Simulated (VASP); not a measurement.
Write the native input for VASP 6.6.1 that does the following.

* Task: single point
* Functional: r2SCAN
* Potentials or basis: VASP PAW PBE potentials, release 64 (Ir)
* Cutoff: 520 eV
* k mesh: 22 × 22 × 22
* Occupations: gaussian, width 0.15 eV
* Spin: no spin polarisation
* Dipole correction: no
* Further INCAR settings: ALGO = Normal; EDIFF = 1e-06; NBANDS = 10

Crystal: Ir.

```
CELL_PARAMETERS angstrom
0.00000 1.82371 1.96769
1.82371 0.00000 1.96769
1.82371 1.82371 0.00000
ATOMIC_POSITIONS crystal
Ir 0.00000 0.00000 0.00000
```

This cell differs from its parent crystal: strain -0.050 along x and y, +0.025 along z.

The input as run:

POSCAR

```
Ir
1.0
    0.0000000000      1.8237150000      1.9676925000
    1.8237150000      0.0000000000      1.9676925000
    1.8237150000      1.8237150000      0.0000000000
Ir
1
Direct
    0.0000000000      0.0000000000      0.0000000000
```

INCAR.step1

```
PREC     = Accurate       # precision mode
ENCUT    = 520            # plane-wave cutoff, eV
ISMEAR   = 0              # smearing method
SIGMA    = 0.15           # smearing width, eV
LREAL    = F              # projectors in reciprocal space
LASPH    = T              # aspherical terms in the spheres
NELM     = 80             # most SCF steps
NBANDS   = 10             # bands
GGA      = PE             # functional
ALGO     = Normal         # electronic algorithm
EDIFF    = 1E-4           # SCF threshold, eV
LWAVE    = T              # write WAVECAR
LCHARG   = F              # write CHGCAR
```

INCAR.step2

```
PREC     = Accurate       # precision mode
ENCUT    = 520            # plane-wave cutoff, eV
EDIFF    = 1E-6           # SCF threshold, eV
ISMEAR   = 0              # smearing method
SIGMA    = 0.15           # smearing width, eV
LREAL    = F              # projectors in reciprocal space
LASPH    = T              # aspherical terms in the spheres
NELM     = 80             # most SCF steps
ALGO     = Normal         # electronic algorithm
ISIF     = 2              # what is computed and relaxed
LWAVE    = F              # write WAVECAR
LCHARG   = F              # write CHGCAR
METAGGA  = R2SCAN         # meta-GGA
LMIXTAU  = T            
NBANDS   = 10             # bands
ISTART   = 1
```

KPOINTS

```
regular mesh
0
Gamma
  22 22 22
```

Potentials or basis: VASP PAW PBE potentials, release 64 (Ir).

Run with:

```console
$ cat potpaw_PBE.64/Ir/POTCAR > POTCAR
$ cp INCAR.step1 INCAR
$ mpirun -np 1 vasp_std > vasp.out
$ cp INCAR.step2 INCAR
$ mpirun -np 1 vasp_std > vasp.out
```

It gave:

```
Pressure               : 43.6 GPa
Band gap on the k mesh : zero (an odd number of electrons rules out a gap without spin polarisation)
```

Caveat: the cell differs from its parent crystal (strain -0.050 along x and y, +0.025 along z); the cell stands under pressure; the PAW data sets were made with another functional, which shifts forces and pressure a little; spin-orbit coupling is left out, which moves the levels of the heavy elements.

Wall time 3.8 min on 1 thread of AMD EPYC 9R45 96-Core Processor (Zen 5) (shared host), peak memory 0.2 GiB.
